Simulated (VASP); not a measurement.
Input of a VASP 6.6.1 run:

The input POSCAR:

```
Cl
1.0
    3.1252371057     -2.0072452166      0.0000000000
    3.1252371057      2.0072452166      0.0000000000
    0.0000000000      0.0000000000      8.1465598679
Cl
4
Direct
    0.8756350467      0.1243649533      0.6074783337
    0.1243649533      0.8756350467      0.3925216663
    0.6243649533      0.3756350467      0.1074783337
    0.3756350467      0.6243649533      0.8925216663
```

The input INCAR.step1:

```
SYSTEM = Cl
  PREC = Accurate
  ENCUT = 520
  EDIFF = 1E-5
  ISMEAR = 0
  SIGMA = 0.01
  LREAL = .False.
  LASPH = .True.
  NELM = 80
  ALGO = Normal
  ISIF = 2
  LWAVE = .True.
  LCHARG = .False.
  NBANDS = 22
  GGA = PE
```

The input INCAR.step2:

```
SYSTEM = Cl
  PREC = Accurate
  ENCUT = 520
  EDIFF = 1E-6
  ISMEAR = 0
  SIGMA = 0.01
  LREAL = .False.
  LASPH = .True.
  NELM = 80
  ALGO = Normal
  ISIF = 2
  LWAVE = .False.
  LCHARG = .False.
  GGA = PE
  LHFCALC = .True.
  HFSCREEN = 0.2079
  PRECFOCK = Normal
  NBANDS = 22
  ISTART = 1
```

File KPOINTS:

```
Automatic mesh
0
Gamma
  2 2 2
  0 0 0
```

Potentials or basis: VASP PAW PBE potentials, release 64 (Cl).

Launch:

```console
$ cat potpaw_PBE.64/Cl/POTCAR > POTCAR
$ cp INCAR.step1 INCAR
$ mpirun -np 1 vasp_std > vasp.out
$ cp INCAR.step2 INCAR
$ mpirun -np 1 vasp_std > vasp.out
```

(1) What does it give for the band gap on the k mesh?

(2) Estimate the pressure.

Answers

(1) 3.88 eV.

(2) 0.8 GPa.

Caveat: the k points lie up to 0.93 Å⁻¹ apart; this functional lacks dispersion, which holds the molecules together, so the pressure and a relaxed volume are unreliable; the PAW data sets were made with another functional, which shifts forces and pressure a little.
